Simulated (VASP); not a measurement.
# PtSe2 in VASP: single point with PBE+D3(BJ)

Aim: the single point of PtSe2 with PBE+D3(BJ).

Everything below comes from runs of VASP 6.6.1. Logs are shortened: lines on timing, memory, paths and dates and some standing lists are left out, and cuts for length are marked.

**1. The cell of the first run**

The cell holds a slab with vacuum, 6 atoms: a = 3.707 Å, b = 3.707 Å, c = 22.799 Å, α = 90.00°, β = 90.00°, γ = 120.00°.

**2. Single point, PBE+D3(BJ)**

Contents of INCAR:

```
PREC = Accurate
ENCUT = 520
EDIFF = 1E-7
ISMEAR = 0
SIGMA = 0.05
LREAL = False
LASPH = True
NELM = 100
ALGO = Normal
ISIF = 2
LWAVE = False
LCHARG = False
LDIPOL = True
IDIPOL = 3
DIPOL = 0.5 0.5 0.383
GGA = PE
IVDW = 12
NBANDS = 31
```

Contents of KPOINTS:

```
regular mesh
0
Gamma
  9 9 1
```

Contents of POSCAR:

```
PtSe2
1.0
    3.7069017607      0.0000000000      0.0000000000
   -1.8534508804      3.2102710941      0.0000000000
    0.0000000000      0.0000000000     22.7988446004
Se Pt
4 2
Direct
    0.6666666667      0.3333333333      0.1973784233
    0.3333333333      0.6666666667      0.3135870447
    0.3333333333      0.6666666667      0.4521905597
    0.0000000000      1.0000000000      0.5683991811
    0.0000000000      0.0000000000      0.2554827340
   -0.3333333333      0.3333333333      0.5102948704
```

Potentials or basis: VASP PAW PBE potentials, release 64 (Se, Pt).

On the command line:

```bash
cat potpaw_PBE.64/Se/POTCAR potpaw_PBE.64/Pt/POTCAR > POTCAR
mpirun -np 1 vasp_std > vasp.out
```

OUTCAR:

```text
PREC = Accurate
   ENCUT = 520
   EDIFF = 1E-7
   ISMEAR = 0
   LREAL = False
   LASPH = True
   NELM = 100
   ISIF = 2
   GGA = PE
   IVDW = 12
 IVDW          = 12

 ion  position               nearest neighbor table
   1  0.667  0.333  0.197-   5 2.52   5 2.52   5 2.52
   2  0.333  0.667  0.314-   5 2.52   5 2.52   5 2.52
   3  0.333  0.667  0.452-   6 2.52   6 2.52   6 2.52
   4  0.000  0.000  0.568-   6 2.52   6 2.52   6 2.52
   5  0.000  0.000  0.255-   1 2.52   2 2.52   1 2.52   2 2.52   1 2.52   2 2.52
   6  0.667  0.333  0.510-   3 2.52   3 2.52   4 2.52   4 2.52   4 2.52   3 2.52

  LATTYP: Found a hexagonal cell.
 ALAT       =     3.7069017607
 C/A-ratio  =     6.1503773426

  Lattice vectors:

 A1 = (   3.7069017607,   0.0000000000,   0.0000000000)
 A2 = (  -1.8534508804,   3.2102710941,   0.0000000000)
 A3 = (   0.0000000000,   0.0000000000,  22.7988446004)

Analysis of symmetry for initial positions (statically):
=====================================================================
 Subroutine PRICEL returns:
 Original cell was already a primitive cell.

 Routine SETGRP: Setting up the symmetry group for a
 hexagonal supercell.

 Subroutine GETGRP returns: Found 12 space group operations
 (whereof  6 operations were pure point group operations)
 out of a pool of 24 trial point group operations.

The static configuration has the point symmetry C_3v.
 The point group associated with its full space group is D_3d.

Analysis of symmetry for dynamics (positions and initial velocities):
=====================================================================
 Subroutine PRICEL returns:
 Original cell was already a primitive cell.

 Routine SETGRP: Setting up the symmetry group for a
 hexagonal supercell.

 Subroutine GETGRP returns: Found 12 space group operations
 (whereof  6 operations were pure point group operations)
 out of a pool of 24 trial point group operations.

The dynamic configuration has the point symmetry C_3v.
 The point group associated with its full space group is D_3d.

 Subroutine INISYM returns: Found 12 space group operations
 (whereof  6 operations are pure point group operations),
 and found     1 'primitive' translations

----------------------------------------------------------------------------------------

                                     Primitive cell

  volume of cell :     271.3099

  direct lattice vectors                    reciprocal lattice vectors
     3.706901761  0.000000000  0.000000000     0.269767063  0.155750086  0.000000000
    -1.853450880  3.210271094  0.000000000     0.000000000  0.311500173  0.000000000
     0.000000000  0.000000000 22.798844600     0.000000000  0.000000000  0.043861872

  length of vectors
     3.706901761  3.706901761 22.798844600     0.311500173  0.311500173  0.043861872

  position of ions in fractional coordinates (direct lattice)
     0.666666667  0.333333333  0.197378423
     0.333333333  0.666666667  0.313587045
     0.333333333  0.666666667  0.452190560
     0.000000000  0.000000000  0.568399181
     0.000000000  0.000000000  0.255482734
     0.666666667  0.333333333  0.510294870

  ion indices of the primitive-cell ions
   primitive index   ion index
                 1           1
                 2           2
                 3           3
                 4           4
                 5           5
                 6           6

----------------------------------------------------------------------------------------

 KPOINTS: regular mesh

Automatic generation of k-mesh.
 Grid dimensions read from file:
 generate k-points for:    9    9    1

 Generating k-lattice:

  Cartesian coordinates                     Fractional coordinates (reciprocal lattice)
     0.029974118  0.017305565  0.000000000     0.111111111  0.000000000  0.000000000
     0.000000000  0.034611130  0.000000000     0.000000000  0.111111111  0.000000000
     0.000000000  0.000000000  0.043861872     0.000000000  0.000000000  1.000000000

  Length of vectors
     0.034611130  0.034611130  0.043861872

  Shift w.r.t. Gamma in fractional coordinates (k-lattice)
     0.000000000  0.000000000  0.000000000

 Subroutine IBZKPT returns following result:
 ===========================================

 Found     12 irreducible k-points:

 Following reciprocal coordinates:
            Coordinates               Weight
  0.000000  0.000000  0.000000      1.000000
  0.111111  0.000000  0.000000      6.000000
  0.222222 -0.000000  0.000000      6.000000
  0.333333  0.000000  0.000000      6.000000
  0.444444 -0.000000  0.000000      6.000000
  0.111111  0.111111  0.000000      6.000000
  0.222222  0.111111  0.000000     12.000000
  0.333333  0.111111  0.000000     12.000000
  0.444444  0.111111  0.000000      6.000000
  0.222222  0.222222  0.000000      6.000000
  0.333333  0.222222  0.000000     12.000000
  0.333333  0.333333  0.000000      2.000000
   k-points           NKPTS =     12   k-points in BZ     NKDIM =     12   number of bands    NBANDS=     31
   number of dos      NEDOS =    301   number of ions     NIONS =      6
   total plane-waves  NPLWV = 141120
   dimension x,y,z NGX =    28 NGY =   28 NGZ =  180
   dimension x,y,z NGXF=    56 NGYF=   56 NGZF=  360
   ions per type =               4   2
   NGX,Y,Z   is equivalent  to a cutoff of  12.56, 12.56, 13.13 a.u.
   NGXF,Y,Z  is equivalent  to a cutoff of  25.11, 25.11, 26.25 a.u.
 SYSTEM =  unknown system
   PREC   = accura    normal or accurate (medium, high low for compatibility)
   ISTART =      0    job   : 0-new  1-cont  2-samecut
   ICHARG =      2    charge: 1-file 2-atom 10-const
   ISPIN  =      1    spin polarized calculation?
   LNONCOLLINEAR =      F non collinear calculations
   LSORBIT =      F    spin-orbit coupling
   LASPH  =      T    aspherical Exc in radial PAW
   ENCUT  =  520.0 eV  38.22 Ry    6.18 a.u.   6.89  6.89 42.39*2*pi/ulx,y,z
   NELM   =    100;   NELMIN=  2; NELMDL= -5     # of ELM steps
   EDIFF  = 0.1E-06   stopping-criterion for ELM
   LREAL  =      F    real-space projection
   EDIFFG = 0.1E-05   stopping-criterion for IOM
   NSW    =      0    number of steps for IOM
   IBRION =     -1    ionic relax: 0-MD 1-quasi-New 2-CG
   NFREE  =      0    steps in history (QN), initial steepest desc. (CG)
   ISIF   =      2    stress and relaxation
   ISYM   =      2    0-nonsym 1-usesym 2-fastsym
   POTIM  = 0.5000    time-step for ionic-motion
   TEBEG  =    0.0;   TEEND  =   0.0 temperature during run
   PSTRESS=    0.0 pullay stress
   NELECT =      44.0000    total number of electrons
   NUPDOWN=      -1.0000    fix difference up-down
   EMIN   =  10.00;   EMAX   =-10.00  energy-range for DOS
   EFERMI =   0.00;   METHOD = LEGACY
   ISMEAR =     0;   SIGMA  =   0.05  broadening in eV -4-tet -1-fermi 0-gaus
   EFERMI_NEDOS =   21; number of points for ismear=-14 and -15
   IALGO  =     38    algorithm
   IMIX   =      4    mixing-type and parameters
     AMIX     =   0.40;   BMIX     =  1.00
     AMIX_MAG =   1.60;   BMIX_MAG =  1.00
  volume/ion in A,a.u.               =      45.22       305.15
  Fermi-wavevector in a.u.,A,eV,Ry     =   0.892765  1.687081 10.844244  0.797029
  Thomas-Fermi vector in A             =   2.014756
   LORBIT       =      0    0 simple, 1 ext, 2 COOP (PROOUT), +10 PAW based schemes
   GGA     = PE    functional components
   LHFCALC =     F    Hartree Fock is set to
   AEXX    =    0.0000 exact exchange contribution
   IVDW    =    12    specifies the selected vdW correction
   LEPSILON=     F    determine dielectric tensor
   LRPA    =     F    only Hartree local field effects (RPA)
 non-spin polarized calculation
 Gauss-broadening in eV      SIGMA  =   0.05
  energy-cutoff  :      520.00
  volume of cell :      271.31
 maximum number of plane-waves:      7334
 NGX is ok and might be reduce to    28
   NGX = 13   NGY = 13   NGZ = 85

 dipolmoment           0.000000      0.000000      0.000014 electrons x Angstroem

 number of electron      44.0000001 magnetization

 dipolmoment           0.000000      0.000000     -0.000000 electrons x Angstroem

 Free energy of the ion-electron system (eV)
  ---------------------------------------------------
  ext. energy  EPLUGINS =         0.00000000
  ---------------------------------------------------
  free energy    TOTEN  =       -28.41418543 eV

  energy without entropy =      -28.41418543  energy(sigma->0) =      -28.41418543

 E-fermi :   0.2564     XC(G=0):  -5.4465

 val. band max:       -0.0030707396   @ k =   0.1111   0.1111   0.0000
 cond. band min:       0.4779328783   @ k =   0.2222  -0.0000   0.0000
 fundamental gap:      0.4810036178
 Fermi energy:         0.2563649367

 k-point     1 :       0.0000    0.0000    0.0000
  band No.  band energies     occupation
      1     -14.8244      2.00000
      2     -14.6805      2.00000
      3     -13.1215      2.00000
      4     -12.8617      2.00000
      5      -6.2025      2.00000
      6      -5.7695      2.00000
[... 23 lines left out ...]
     30       4.9332      0.00000
     31       5.1040      0.00000

 k-point     2 :       0.1111    0.0000    0.0000
  band No.  band energies     occupation
      1     -14.6944      2.00000
      2     -14.5473      2.00000
      3     -13.1201      2.00000
      4     -12.8717      2.00000
      5      -6.1086      2.00000
      6      -5.7868      2.00000
[... 23 lines left out ...]
     30       5.3700      0.00000
     31       5.7783      0.00000

 k-point     3 :       0.2222   -0.0000    0.0000
  band No.  band energies     occupation
      1     -14.3363      2.00000
      2     -14.1791      2.00000
      3     -13.1193      2.00000
      4     -12.9005      2.00000
      5      -6.0200      2.00000
      6      -5.7560      2.00000
[... 295 lines left out ...]
     30       7.1139      0.00000
     31       7.2938      0.00000

 k-point    12 :       0.3333    0.3333    0.0000
  band No.  band energies     occupation
      1     -13.3075      2.00000
      2     -13.0412      2.00000
      3     -13.0412      2.00000
      4     -12.9615      2.00000
      5      -5.9866      2.00000
      6      -5.9866      2.00000
[... 23 lines left out ...]
     30       7.3566      0.00000
     31       7.3566      0.00000

------------------------ aborting loop because EDIFF is reached ----------------------------------------

 vacuum level on the upper side and lower side of the slab       (xc-potential included)        -0.071        -0.071

 Edisp (eV)   -2.12689

 E8    (eV) :    -0.9417

  FORCE on cell =-STRESS in cart. coord.  units (eV):
  Direction    XX          YY          ZZ          XY          YZ          ZX
  --------------------------------------------------------------------------------------
  -------------------------------------------------------------------------------------
  Total       0.23944     0.23944     1.02213    -0.00000     0.00000    -0.00000
  in kB       1.41398     1.41398     6.03604    -0.00000     0.00000    -0.00000
  external pressure =        2.95 kB  Pullay stress =        0.00 kB

 VOLUME and BASIS-vectors are now :
 -----------------------------------------------------------------------------
  energy-cutoff  :      520.00
  volume of cell :      271.31
      direct lattice vectors                 reciprocal lattice vectors
     3.706901761  0.000000000  0.000000000     0.269767063  0.155750086  0.000000000
    -1.853450880  3.210271094  0.000000000     0.000000000  0.311500173  0.000000000
     0.000000000  0.000000000 22.798844600     0.000000000  0.000000000  0.043861872

 POSITION                                       TOTAL-FORCE (eV/Angst)
 -----------------------------------------------------------------------------------
      1.85345      1.07009      4.50000         0.000000     -0.000000     -0.010715
     -0.00000      2.14018      7.14942         0.000000     -0.000000     -0.265983
     -0.00000      2.14018     10.30942        -0.000000      0.000000      0.265983
      0.00000      0.00000     12.95884        -0.000000      0.000000      0.010715
      0.00000      0.00000      5.82471        -0.000000      0.000000     -0.023860
      1.85345      1.07009     11.63413         0.000000      0.000000      0.023860
 -----------------------------------------------------------------------------------
    total drift:                               -0.000000      0.000000     -0.000012

  FREE ENERGIE OF THE ION-ELECTRON SYSTEM (eV)
  ---------------------------------------------------
  free  energy   TOTEN  =       -30.5410781107 eV

  energy  without entropy=      -30.5410781106  energy(sigma->0) =      -30.54107811

 vacuum level on the upper side and lower side of the slab         4.937         4.938
```

Wall time 1.8 min (1 thread of AMD EPYC 9R45 (Zen 5), shared host); peak memory 0.38 GiB.

What came out:

| Quantity | Value |
| --- | --- |
| Free energy | -30.5411 eV |
| Largest force | 0.266 eV/Å |
| Band gap on the k mesh | 0.48 eV, indirect (least direct gap 0.74 eV) |
| Dispersion energy per atom | -0.354 eV |

Forces on the atoms (eV/Å):
```
Se   0.000  0.000 -0.011
Se   0.000  0.000 -0.266
Se   0.000  0.000  0.266
Se   0.000  0.000  0.011
Pt   0.000  0.000 -0.024
Pt   0.000  0.000  0.024
```

Levels at points of the mesh, in eV from the valence-band top:
| k point | band 18 | band 19 | band 20 | band 21 | band 22 | band 23 | band 24 | band 25 | band 26 | band 27 |
| --- | --- | --- | --- | --- | --- | --- | --- | --- | --- | --- |
| (0.00, 0.00, 0.00) | -0.78 | -0.78 | -0.62 | -0.62 | -0.42 | 2.15 | 2.15 | 2.39 | 2.39 | 3.90 |

Caveat: spin-orbit coupling is left out, which moves the levels of the heavy elements.
